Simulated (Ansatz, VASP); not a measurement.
One calculation of Cs, two programs

```
Cs
1.0
    -2.90160    2.90160    3.02250
     2.90160   -2.90160    3.02250
     2.90160    2.90160   -3.02250
Cs
1
Direct
  0.00000 0.00000 0.00000
```

Change from the starting cell: strain -0.040 along x and y, +0.000 along z, atoms carried along.

Alike in both runs: task single point; functional PBE; k mesh 12 × 12 × 12; occupations gaussian, width 0.15 eV; no spin polarisation.

|  | VASP | Ansatz |
| --- | --- | --- |
| version | VASP 6.6.1 | Ansatz 0.2.0 |
| potentials or method | VASP PAW PBE potentials, release 64 (Cs_sv), cutoff 520 eV | scalar-relativistic, plane waves, PAW |
| valence electrons in the cell | 9 | 9 |

|  | VASP | Ansatz | Ansatz less VASP |
| --- | --- | --- | --- |
| gap on the k mesh at the Fermi level (eV) | none | none | - |
| pressure (GPa) | 0.3 | 0.3 | +0.01 |

A gap of «none» marks a metal or a gap that the smearing closes. With one functional, cell and mesh, what is left measures potentials, basis and numerics.

Spin-orbit coupling is off throughout.
